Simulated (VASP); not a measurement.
A run of VASP 6.6.1 is set up as follows.

Contents of INCAR:

```
SYSTEM = SbAs
PREC = Accurate ; ENCUT = 520
EDIFF = 1E-6 ; ISMEAR = -1
SIGMA = 0.05 ; LREAL = .FALSE.
LASPH = .TRUE. ; NELM = 80
ALGO = Normal ; ISIF = 2
LWAVE = .FALSE. ; LCHARG = .TRUE.
LELF = .TRUE. ; LVHAR = .TRUE.
NBANDS = 12
```

KPOINTS

```
Automatic mesh
0
G
  12 12 12
  0 0 0
```

Contents of POSCAR:

```
SbAs
1.0
    2.0244473092      1.1688151989      3.3062258431
   -2.0244473092      1.1688151989      3.3062258431
    0.0000000000     -2.3376303978      3.3062258431
Sb As
1 1
Direct
    0.5000000000      0.5000000000      0.5000000000
    0.0000000000      0.0000000000      0.0000000000
```

Potentials or basis: VASP PAW LDA potentials, release 64 (Sb, As).

Run with:

```bash
$ cat potpaw_LDA.64/Sb/POTCAR potpaw_LDA.64/As/POTCAR > POTCAR
$ mpirun -np 1 vasp_std > vasp.out
```

Problem. Predict the pressure.

Solution. 0.3 GPa.

Problem. What does it give for the band gap on the k mesh?

Solution. Zero (band 5 reaches 7.58 eV, above the bottom of band 6 at 7.00 eV).

Caveat: spin-orbit coupling is left out, which moves the levels of the heavy elements.
